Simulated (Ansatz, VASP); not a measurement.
## One calculation of Cu, two programs

```
CELL_PARAMETERS angstrom
-1.47326 1.47326 1.38198
1.47326 -1.47326 1.38198
1.47326 1.47326 -1.38198
ATOMIC_POSITIONS crystal
Cu 0.00000 0.00000 0.00000
```

Alike in both runs: task single point; functional PBE; k mesh 22 × 22 × 22; occupations gaussian, width 0.15 eV; no spin polarisation.

```csv
,VASP,Ansatz
version,VASP 6.6.1,Ansatz 0.2.0
potentials or method,"VASP PAW PBE potentials, release 64 (Cu), cutoff 520 eV","scalar-relativistic, plane waves, PAW"
valence electrons in the cell,11,19
```

|  | VASP | Ansatz | Ansatz less VASP |
| --- | --- | --- | --- |
| gap on the k mesh at the Fermi level (eV) | none | none | - |
| pressure (GPa) | 0.7 | 0.0 | -0.67 |

A gap of «none» marks a metal or a gap that the smearing closes. With one functional, cell and mesh, what is left measures potentials, basis and numerics. VASP's potentials hold 11 valence electrons a cell and Ansatz's 19, so a difference there can come from the potentials and not from the codes.
